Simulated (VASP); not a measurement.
# P (P1) in VASP: relaxation of cell and atoms with PBE

Aim: the relaxation of cell and atoms of P with PBE.

All numbers are computed with VASP 6.6.1; they aren't measurements. Logs are shortened: lines on timing, memory, paths and dates and some standing lists are left out, and cuts for length are marked.

**1. The cell of the first run**

The typed cell holds 4 atoms: a = 2.636 Å, b = 4.563 Å, c = 4.921 Å, α = 90.69°, β = 90.27°, γ = 91.91°.

**2. Relaxation of cell and atoms, PBE**

File INCAR:

```
PREC = Accurate
ENCUT = 600
EDIFF = 1E-7
ISMEAR = 0
SIGMA = 0.2
LREAL = F
LASPH = T
NELM = 80
ALGO = Normal
ISIF = 3
LWAVE = F
LCHARG = F
GGA = PE
IBRION = 2
NSW = 80
EDIFFG = -0.025
```

File KPOINTS:

```
Automatic mesh
0
Gamma
  8 6 4
```

File POSCAR:

```
P
1.0
    1.3556979186     -2.2602700228      0.0063529610
   -3.9895327715     -2.2154901676      0.0276283820
    0.0197786170      0.0250585283     -4.9204986869
P
4
Direct
   -0.0060748848      0.0386956743      0.7247868897
    0.0671288794     -0.0315583446      0.2512927311
    0.4688187757      0.4927584622      0.7426230821
    0.4701272297      0.5001042081      0.2812972971
```

Potentials or basis: VASP PAW PBE potentials, release 64 (P).

Launch:

```console
cat potpaw_PBE.64/P/POTCAR > POTCAR
mpirun -np 1 vasp_std > vasp.out
```

OUTCAR:

```text
PREC = Accurate
   ENCUT = 600
   EDIFF = 1E-7
   ISMEAR = 0
   LREAL = F
   LASPH = T
   NELM = 80
   ISIF = 3
   GGA = PE
   IBRION = 2
   NSW = 80
   EDIFFG = -0.025

 ion  position               nearest neighbor table
   1  0.994  0.039  0.725-   2 2.36   3 2.39   3 2.53   2 2.62   3 2.81   3 2.83
   2  0.067  0.968  0.251-   1 2.36   4 2.42   4 2.62   4 2.62   1 2.62   4 2.94
   3  0.469  0.493  0.743-   4 2.27   1 2.39   1 2.53   4 2.65   1 2.81   1 2.83
   4  0.470  0.500  0.281-   3 2.27   2 2.42   2 2.62   2 2.62   3 2.65   2 2.94

  LATTYP: Found a triclinic cell.
 ALAT       =     5.1933293797
 B/A-ratio  =     0.5075114389
 C/A-ratio  =     0.9474851073
 COS(alpha) =     0.0047100361
 COS(beta)  =     0.0129706007
 COS(gamma) =     0.4782287110

  Lattice vectors:

 A1 = (  -2.6338348529,  -4.4757601904,   0.0339813430)
 A2 = (   1.3556979186,  -2.2602700228,   0.0063529610)
 A3 = (  -0.0197786170,  -0.0250585283,   4.9204986869)

Analysis of symmetry for initial positions (statically):
=====================================================================
 Subroutine PRICEL returns:
 Original cell was already a primitive cell.

 Routine SETGRP: Setting up the symmetry group for a
 triclinic supercell.

 Subroutine GETGRP returns: Found  1 space group operations
 (whereof  1 operations were pure point group operations)
 out of a pool of  2 trial point group operations.

The static configuration has the point symmetry C_1 .

Analysis of symmetry for dynamics (positions and initial velocities):
=====================================================================
 Subroutine PRICEL returns:
 Original cell was already a primitive cell.

 Routine SETGRP: Setting up the symmetry group for a
 triclinic supercell.

 Subroutine GETGRP returns: Found  1 space group operations
 (whereof  1 operations were pure point group operations)
 out of a pool of  2 trial point group operations.

The dynamic configuration has the point symmetry C_1 .

 Subroutine INISYM returns: Found  1 space group operations
 (whereof  1 operations are pure point group operations),
 and found     1 'primitive' translations

----------------------------------------------------------------------------------------

                                     Primitive cell

  volume of cell :      59.1466

  direct lattice vectors                    reciprocal lattice vectors
     1.355697919 -2.260270023  0.006352961     0.184298496 -0.331886428 -0.000949379
    -3.989532771 -2.215490168  0.027628382    -0.188032818 -0.112784821 -0.001330201
     0.019778617  0.025058528 -4.920498687    -0.000817844 -0.001061787 -0.203240128

  length of vectors
     2.635674066  4.563499945  4.920602245     0.379625392  0.219268160  0.203244547

  position of ions in fractional coordinates (direct lattice)
     0.993925115  0.038695674  0.724786890
     0.067128879  0.968441655  0.251292731
     0.468818776  0.492758462  0.742623082
     0.470127230  0.500104208  0.281297297

  ion indices of the primitive-cell ions
   primitive index   ion index
                 1           1
                 2           2
                 3           3
                 4           4

----------------------------------------------------------------------------------------

 KPOINTS: Automatic mesh

Automatic generation of k-mesh.
 Grid dimensions read from file:
 generate k-points for:    8    6    4

 Generating k-lattice:

  Cartesian coordinates                     Fractional coordinates (reciprocal lattice)
     0.023037312 -0.041485804 -0.000118672     0.125000000 -0.000000000 -0.000000000
    -0.031338803 -0.018797470 -0.000221700    -0.000000000  0.166666667  0.000000000
    -0.000204461 -0.000265447 -0.050810032     0.000000000  0.000000000  0.250000000

  Length of vectors
     0.047453174  0.036544693  0.050811137

  Shift w.r.t. Gamma in fractional coordinates (k-lattice)
     0.000000000  0.000000000  0.000000000

 Subroutine IBZKPT returns following result:
 ===========================================

 Found    100 irreducible k-points:

 Following reciprocal coordinates:
            Coordinates               Weight
  0.000000  0.000000  0.000000      1.000000
  0.125000  0.000000  0.000000      2.000000
  0.250000  0.000000  0.000000      2.000000
  0.375000 -0.000000  0.000000      2.000000
  0.500000  0.000000  0.000000      1.000000
 -0.000000  0.166667 -0.000000      2.000000
[... 16 lines left out ...]
  0.125000  0.500000 -0.000000      2.000000
  0.250000  0.500000  0.000000      2.000000
 [... further k-points ...]
   k-points           NKPTS =    100   k-points in BZ     NKDIM =    100   number of bands    NBANDS=     14
   number of dos      NEDOS =    301   number of ions     NIONS =      4
   total plane-waves  NPLWV =  34560
   dimension x,y,z NGX =    24 NGY =   36 NGZ =   40
   dimension x,y,z NGXF=    48 NGYF=   72 NGZF=   80
   ions per type =               4
   NGX,Y,Z   is equivalent  to a cutoff of  15.14, 13.11, 13.51 a.u.
   NGXF,Y,Z  is equivalent  to a cutoff of  30.28, 26.23, 27.03 a.u.
 SYSTEM =  unknown system
   PREC   = accura    normal or accurate (medium, high low for compatibility)
   ISTART =      0    job   : 0-new  1-cont  2-samecut
   ICHARG =      2    charge: 1-file 2-atom 10-const
   ISPIN  =      1    spin polarized calculation?
   LNONCOLLINEAR =      F non collinear calculations
   LSORBIT =      F    spin-orbit coupling
   LASPH  =      T    aspherical Exc in radial PAW
   ENCUT  =  600.0 eV  44.10 Ry    6.64 a.u.   5.26  9.11  9.83*2*pi/ulx,y,z
   NELM   =     80;   NELMIN=  2; NELMDL= -5     # of ELM steps
   EDIFF  = 0.1E-06   stopping-criterion for ELM
   LREAL  =      F    real-space projection
   EDIFFG = -.3E-01   stopping-criterion for IOM
   NSW    =     80    number of steps for IOM
   IBRION =      2    ionic relax: 0-MD 1-quasi-New 2-CG
   NFREE  =      1    steps in history (QN), initial steepest desc. (CG)
   ISIF   =      3    stress and relaxation
   ISYM   =      2    0-nonsym 1-usesym 2-fastsym
   POTIM  = 0.5000    time-step for ionic-motion
   TEBEG  =    0.0;   TEEND  =   0.0 temperature during run
   PSTRESS=    0.0 pullay stress
   NELECT =      20.0000    total number of electrons
   NUPDOWN=      -1.0000    fix difference up-down
   EMIN   =  10.00;   EMAX   =-10.00  energy-range for DOS
   EFERMI =   0.00;   METHOD = LEGACY
   ISMEAR =     0;   SIGMA  =   0.20  broadening in eV -4-tet -1-fermi 0-gaus
   EFERMI_NEDOS =   21; number of points for ismear=-14 and -15
   IALGO  =     38    algorithm
   IMIX   =      4    mixing-type and parameters
     AMIX     =   0.40;   BMIX     =  1.00
     AMIX_MAG =   1.60;   BMIX_MAG =  1.00
  volume/ion in A,a.u.               =      14.79        99.79
  Fermi-wavevector in a.u.,A,eV,Ry     =   1.140534  2.155297 17.698706  1.300818
  Thomas-Fermi vector in A             =   2.277236
   LORBIT       =      0    0 simple, 1 ext, 2 COOP (PROOUT), +10 PAW based schemes
   GGA     = PE    functional components
   LHFCALC =     F    Hartree Fock is set to
   AEXX    =    0.0000 exact exchange contribution
   IVDW    =     0    specifies the selected vdW correction
   LEPSILON=     F    determine dielectric tensor
   LRPA    =     F    only Hartree local field effects (RPA)
 conjugate gradient relaxation of ions
 non-spin polarized calculation
 Gauss-broadening in eV      SIGMA  =   0.20
  energy-cutoff  :      600.00
  volume of cell :       59.15
 maximum number of plane-waves:      1994
 NGX is ok and might be reduce to    24
   NGX = 11   NGY = 19   NGZ = 19

--------------------------------------- Ionic step        1  -------------------------------------------

 number of electron      20.0000000 magnetization

 Free energy of the ion-electron system (eV)
  ---------------------------------------------------
  ext. energy  EPLUGINS =         0.00000000
  ---------------------------------------------------
  free energy    TOTEN  =       -19.71791412 eV

  energy without entropy =      -19.69108295  energy(sigma->0) =      -19.70449853

------------------------ aborting loop because EDIFF is reached ----------------------------------------

  FORCE on cell =-STRESS in cart. coord.  units (eV):
  Direction    XX          YY          ZZ          XY          YZ          ZX
  --------------------------------------------------------------------------------------
  -------------------------------------------------------------------------------------
  Total        0.6491513      2.4362285      0.8021337     -0.1908966     -0.1506808     -0.2514577
  in kB       17.5843758     65.9931757     21.7284005     -5.1710544     -4.0816799     -6.8115491
  external PRESSURE =      35.1019840 kB  Pullay stress =       0.0000000 kB
[... 95 lines left out ...]
  FREE ENERGIE OF THE ION-ELECTRON SYSTEM (eV)
  ---------------------------------------------------
  free  energy   TOTEN  =       -19.7892947306 eV

  energy  without entropy=      -19.7633335098  energy(sigma->0) =      -19.77631412

 E-fermi :  10.2105     XC(G=0): -11.4091

 val. band max:       10.1967722657   @ k =   0.5000   0.1667   0.5000
 cond. band min:      10.2181115412   @ k =   0.2500  -0.1667   0.2500
 fundamental gap:      0.0213392755
 Fermi energy:        10.2104528404

 k-point     1 :       0.0000    0.0000    0.0000
  band No.  band energies     occupation
      1      -7.0069      2.00000
      2      -2.8897      2.00000
      3      -1.7110      2.00000
      4       1.1330      2.00000
      5       1.1876      2.00000
      6       2.6933      2.00000
      7       4.0339      2.00000
      8       5.8473      2.00000
      9      11.1847      0.00000
     10      14.1966      0.00000
     11      15.0840      0.00000
     12      16.2323      0.00000
     13      16.7002      0.00000
     14      16.8420      0.00000
[... 379 lines left out ...]
      3       0.4705      2.00000
      4       1.6866      2.00000
      5       3.4041      2.00000
      6       4.0919      2.00000
      7       6.6568      2.00000
      8       7.7036      2.00000
      9       8.0283      2.00000
     10       9.0444      2.00000
     11      10.1273      1.44344
     12      11.5468      0.00000
     13      12.6504      0.00000
     14      14.1660      0.00000

 [... further k-points ...]

[... ionic steps 4 to 41 ...]

--------------------------------------- Ionic step       42  -------------------------------------------

 number of electron      20.0000001 magnetization

------------------------ aborting loop because EDIFF is reached ----------------------------------------
[... 71 lines left out ...]
--------------------------------------- Ionic step       44  -------------------------------------------

 number of electron      19.9999998 magnetization

 Free energy of the ion-electron system (eV)
  ---------------------------------------------------
  ext. energy  EPLUGINS =         0.00000000
  ---------------------------------------------------
  free energy    TOTEN  =       -21.02041773 eV

  energy without entropy =      -20.98724369  energy(sigma->0) =      -21.00383071

 E-fermi :   9.6715     XC(G=0): -11.2665

 val. band max:        9.6692696054   @ k =  -0.2500   0.1667   0.0000
 cond. band min:       9.6746118301   @ k =   0.1250   0.5000   0.2500
 fundamental gap:      0.0053422247
 Fermi energy:         9.6714984213

 k-point     1 :       0.0000    0.0000    0.0000
  band No.  band energies     occupation
      1      -6.8767      2.00000
      2      -2.6731      2.00000
      3      -2.3507      2.00000
      4       0.9464      2.00000
      5       0.9611      2.00000
      6       2.2336      2.00000
      7       4.2269      2.00000
      8       4.5201      2.00000
      9      10.6264      0.00000
     10      14.3276      0.00000
     11      14.3667      0.00000
     12      15.0897      0.00000
     13      16.2906      0.00000
     14      16.4961      0.00000
[... 422 lines left out ...]
  FREE ENERGIE OF THE ION-ELECTRON SYSTEM (eV)
  ---------------------------------------------------
  free  energy   TOTEN  =       -21.0204177307 eV

  energy  without entropy=      -20.9872436873  energy(sigma->0) =      -21.00383071

 reached required accuracy - stopping structural energy minimisation
```

Wall time 48 min (1 thread of Intel Xeon 8259CL, shared host); peak memory 0.25 GiB.

Results:

```yaml
Free_energy: -21.0204 eV
Relaxed_volume: 14.61 Å³/atom
Relaxed_cell: a = 2.460 Å, b = 4.833 Å, c = 4.915 Å, α = 90.00°, β = 90.05°, γ = 89.98°
Space_group_after_relaxing_to_0.1_Å: Pm-3m (No. 221)
Energy_gained_by_relaxing: 325.6 meV/atom
Ionic_steps: 44
Pressure_after_relaxing: 0.1 GPa
Largest_force_after_relaxing: 0.024 eV/Å
Band_gap_on_the_k_mesh: zero (bands 10 and 11 overlap by 7.50 eV)
```

Forces in eV/Å, atoms in the order of the input:
```
P   -0.006  0.023 -0.003
P    0.018 -0.014 -0.003
P   -0.003 -0.013  0.003
P   -0.009  0.004  0.003
```

The path:
```
step  energy change (eV)  largest force (eV/Å)  pressure (GPa)  volume (Å³)
   1              0.0000                0.5327            3.51        59.15
   3             -0.0714                0.4857           -2.20        62.50
   5             -0.1897                0.3655            0.05        61.99
   7             -0.1986                0.4140            1.53        61.73
   9             -0.2350                0.3471            0.45        63.04
  11             -0.3413                0.4300           -3.18        65.87
  13             -0.5841                0.9202            1.64        61.20
  15             -0.6029                1.2527            4.47        59.48
  17             -0.6592                1.6698           10.57        56.59
  19             -0.7105                1.5659           12.25        55.71
  21             -0.8034                1.3546           10.17        56.27
  23             -1.0527                0.7460            2.52        58.81
  25             -1.0998                0.5617           -2.19        60.97
  27             -1.1150                0.5600           -1.74        60.67
  29             -1.2046                0.4809           -0.42        59.70
  31             -1.2219                0.5016            0.89        58.94
  33             -1.2627                0.1942           -1.70        59.88
  35             -1.2780                0.1122           -1.55        59.63
  37             -1.2914                0.1077            0.38        58.49
  39             -1.2986                0.0717           -0.24        58.74
  41             -1.2998                0.0627            0.21        58.49
  43             -1.3020                0.0325           -0.24        58.65
  44             -1.3025                0.0244            0.11        58.44
```

Final structure:
```yaml
crystal:
  lattice:
    - [1.21236, -2.14045, -0.01115]
    - [-4.20439, -2.38296, 0.00701]
    - [-0.01915, 0.01920, -4.91523]
  atoms:
    - { symbol: P, position: [0.25186, 0.00138, 0.74982] }
    - { symbol: P, position: [0.24835, 0.00153, 0.24986] }
    - { symbol: P, position: [0.24969, 0.49844, 0.75017] }
    - { symbol: P, position: [0.25009, 0.49865, 0.25015] }
```
